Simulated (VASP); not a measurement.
Write the native input for VASP 6.6.1 that does the following.

```
Task                   : relaxation of cell and atoms
Functional             : PBE
Potentials or basis    : VASP PAW PBE potentials, release 64 (In_d, Ga_d, O)
Cutoff                 : 600 eV
k mesh                 : 3 × 3 × 2
Occupations            : gaussian, width 0.15 eV
Spin                   : no spin polarisation
Dipole correction      : no
Further INCAR settings : ALGO = Normal; EDIFF = 1e-07; IBRION = 2; EDIFFG = -0.08; NSW = 36; ISIF = 3
```

The structure of InGaO lies in POSCAR:

```
InGaO
1.0
    4.1442771800      0.0000000000      0.0000000000
   -2.0721385900      3.5890493200      0.0000000000
    0.0000000000      0.0000000000      7.1349267500
In Ga O
2 2 2
Direct
    0.0000000000      0.0000000000      0.7492926500
    0.0000000000      0.0000000000      0.2507073500
    0.3333333300      0.6666666700      0.5000000000
    0.6666666700      0.3333333300      0.5000000000
    0.0000000000      0.0000000000      0.9286000700
    0.0000000000      0.0000000000      0.0713999300
```

One way to write it, as run:

INCAR

```
PREC = Accurate ; ENCUT = 600
EDIFF = 1E-7 ; ISMEAR = 0
SIGMA = 0.15 ; LREAL = False
LASPH = True ; NELM = 100
ALGO = Normal ; ISIF = 3
LWAVE = False ; LCHARG = False
GGA = PE ; IBRION = 2
NSW = 36 ; EDIFFG = -0.08
```

KPOINTS

```
Automatic mesh
0
Gamma
  3 3 2
```

Potentials or basis: VASP PAW PBE potentials, release 64 (In_d, Ga_d, O).

Launch:

```sh
$ cat potpaw_PBE.64/In_d/POTCAR potpaw_PBE.64/Ga_d/POTCAR potpaw_PBE.64/O/POTCAR > POTCAR
$ mpirun -np 1 vasp_std > vasp.out
```

Results of the run:

```json
{
  "Relaxed volume": "28.87 Å³/atom",
  "Relaxed cell": "a = 4.788 Å, b = 4.788 Å, c = 8.724 Å, α = 90.00°, β = 90.00°, γ = 120.00°",
  "Space group after relaxing (to 0.05 Å)": "P6/mmm (No. 191)",
  "Energy gained by relaxing": "6556.1 meV/atom",
  "Ionic steps": "34",
  "Pressure after relaxing": "0.0 GPa",
  "Largest force after relaxing": "0.043 eV/Å",
  "Band gap on the k mesh": "zero (band 32 reaches 2.02 eV, above the bottom of band 33 at 1.30 eV)"
}
```

Caveat: the k points lie up to 0.51 Å⁻¹ apart in the final cell; the standard files for N, O and F lose accuracy on very short bonds; the volume moved by over 15 % at a fixed basis, so the end points are rough; spin-orbit coupling is left out, which moves the levels of the heavy elements; the relaxation stopped at a loose force limit of 0.08 eV/Å, so its end isn't a converged minimum.

Run time: 16 min on 1 thread of Intel(R) Xeon(R) 6975P-C (Granite Rapids) (shared host), peak memory 0.3 GiB.
